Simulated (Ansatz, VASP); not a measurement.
## One calculation of AgPdCl3, two programs

```
Ag Pd Cl
1.0
     4.55715    0.00000    0.00000
     0.00000    4.55715    0.00000
     0.00000    0.00000    4.61426
Ag Pd Cl
1 1 3
Direct
  0.00000 0.00000 0.00000
  0.50000 0.50000 0.51500
  0.50000 0.50000 0.97500
  0.00000 0.50000 0.48500
  0.50000 0.00000 0.48500
```

Alike in both runs: task relaxation of cell and atoms; functional PBE; k mesh 4 × 4 × 4; occupations gaussian, width 0.1 eV; no spin polarisation.

|  | VASP | Ansatz |
| --- | --- | --- |
| version | VASP 6.6.1 | Ansatz 0.2.0 |
| potentials or method | VASP PAW PBE potentials, release 64 (Ag, Pd, Cl), cutoff 600 eV | scalar-relativistic, plane waves, PAW |
| valence electrons in the cell | 42 | 58 |

|  | VASP | Ansatz | Ansatz less VASP |
| --- | --- | --- | --- |
| gap on the k mesh at the Fermi level, each at its own relaxed structure (eV) | none | none | - |
| relaxed volume (Å³/atom) | 25.80 | 25.98 | +0.179 |
| relaxed cell length with the largest relative difference (Å) | 5.185 | 5.198 | +0.0135 |

A gap of «none» marks a metal or a gap that the smearing closes. VASP's potentials hold 42 valence electrons a cell and Ansatz's 58, so a difference there can come from the potentials and not from the codes.

Noted on VASP's run: the volume moved by over 15 % at a fixed basis, so the end points are rough.
